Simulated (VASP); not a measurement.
CdF2: vibrations by perturbation theory with PBEsol

Crystal: CdF2.

```
CELL_PARAMETERS angstrom
2.59777 2.59777 0.00000
-2.59777 2.59777 0.00000
0.00000 2.59777 2.59777
ATOMIC_POSITIONS crystal
Cd 0.00000 0.00000 0.00000
F 0.25000 0.75000 0.50000
F 0.75000 0.25000 0.50000
```

- Program: VASP 6.6.1
- Task: vibrations by perturbation theory
- Functional: PBEsol
- Potentials or basis: VASP PAW PBE potentials, release 64 (Cd, F)
- Cutoff: 520 eV
- k mesh: 8 × 8 × 8
- Occupations: gaussian, width 0.01 eV
- Spin: no spin polarisation
- Dipole correction: no
- Further INCAR settings: ALGO = Normal; EDIFF = 1e-08; NBANDS = 20; IBRION = 8; NSW = 1

```yaml
Highest_phonon_frequency_at_Γ_LO-TO_splitting_left_out: 372 cm⁻¹
```

Phonon frequencies in cm⁻¹ (negative: imaginary):
| q point | frequencies |
| --- | --- |
| (0.000, 0.000, 0.000) | 0 0 0 301 301 301 372 372 372 |

It took 120 s on 1 thread of Intel(R) Xeon(R) Platinum 8375C CPU @ 2.90GHz (Ice Lake), on a shared host, peak memory 0.27 GiB.

Caveat: the cell stands under pressure or tension, which shifts response properties.
